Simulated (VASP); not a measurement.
A run of VASP 6.6.1:

File INCAR:

```
PREC     = Accurate       # precision mode
ENCUT    = 520            # plane-wave cutoff, eV
EDIFF    = 1E-6           # SCF threshold, eV
ISMEAR   = 0              # smearing method
SIGMA    = 0.15           # smearing width, eV
LREAL    = False          # projectors in reciprocal space
LASPH    = True           # aspherical terms in the spheres
NELM     = 100            # most SCF steps
ALGO     = Normal         # electronic algorithm
ISIF     = 2              # what is computed and relaxed
LWAVE    = False          # write WAVECAR
LCHARG   = True           # write CHGCAR
GGA      = PS             # functional
LELF     = True           # ELF
LVHAR    = True         
NBANDS   = 12             # bands
```

KPOINTS

```
Automatic mesh
0
Gamma
  20 20 20
```

Contents of POSCAR:

```
Au
1.0
    0.0000000000      2.0966375000      2.0966375000
    2.0966375000      0.0000000000      2.0966375000
    2.0966375000      2.0966375000      0.0000000000
Au
1
Direct
    0.0000000000      0.0000000000      0.0000000000
```

Potentials or basis: VASP PAW PBE potentials, release 64 (Au).

The run is started by

```console
$ cat potpaw_PBE.64/Au/POTCAR > POTCAR
$ mpirun -np 1 vasp_std > vasp.out
```

Hardware: 1 thread of AMD EPYC 7R43 64-Core Processor (Zen 3), on a shared host.

Estimate the wall time of this run.

It took 61 s on 1 thread of AMD EPYC 7R43 64-Core Processor (Zen 3), on a shared host, peak memory 0.15 GiB. Counts: scf iterations 11, k points 256.
